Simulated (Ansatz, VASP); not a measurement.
## One calculation of AlAs, two programs

```xyz
2
Lattice="0.0000 2.8638 2.8638 2.8638 0.0000 2.8638 2.8638 2.8638 0.0000" Properties=species:S:1:pos:R:3 pbc="T T T"
Al    0.0000    0.0000    0.0000
As    1.4319    1.4319    1.4319
```

Alike in both runs: functional PBE; k mesh 8 × 8 × 8; occupations gaussian, width 0.02 eV; no spin polarisation.

Ansatz relaxed the structure, and its values are those at the end. VASP's run is a single point on that final structure, the one shown.

|  | VASP | Ansatz |
| --- | --- | --- |
| version | VASP 6.6.1 | Ansatz 0.2.0 |
| potentials or method | VASP PAW PBE potentials, release 64 (Al, As), cutoff 500 eV | scalar-relativistic, plane waves, PAW |
| valence electrons in the cell | 8 | 18 |

|  | VASP | Ansatz | Ansatz less VASP |
| --- | --- | --- | --- |
| gap on the k mesh at the Fermi level (eV) | 1.49 | 1.50 | +0.010 |
| least direct gap on the mesh (eV) | 1.78 | 1.78 | -0.003 |
| pressure (GPa) | 0.2 | 0.0 | -0.17 |

VASP's potentials hold 8 valence electrons a cell and Ansatz's 18, so a difference there can come from the potentials and not from the codes.
